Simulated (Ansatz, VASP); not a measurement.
# Ta in VASP and in Ansatz

```
Ta
1.0
     2.90037    0.00000    0.00000
    -1.45019    2.51180    0.00000
     0.00000    0.00000    5.16627
Ta
2
Direct
  0.33333 0.66667 0.25000
  0.66667 0.33333 0.75000
```

Alike in both runs: task single point; functional PBE; k mesh 11 × 11 × 5; occupations gaussian, width 0.02 eV; no spin polarisation.

```csv
,VASP,Ansatz
version,VASP 6.6.1,Ansatz 0.2.0
potentials or method,"VASP PAW PBE potentials, release 64 (Ta_pv), cutoff 520 eV","all-electron LAPW, scalar-relativistic"
```

VASP gave:

```
gap on the k mesh at the Fermi level (eV)                     : none
pressure (GPa)                                                : -1.0
traceless stress, the component that is largest in VASP (GPa) : 1.18
```

Task: Estimate Ansatz's values.

Result: gap on the k mesh at the Fermi level (eV): none; pressure (GPa): -1.0; traceless stress, the component that is largest in VASP (GPa): 1.20.

A gap of «none» marks a metal or a gap that the smearing closes. Ansatz ran all-electron here, and VASP with PAW potentials.

Spin-orbit coupling is off throughout.
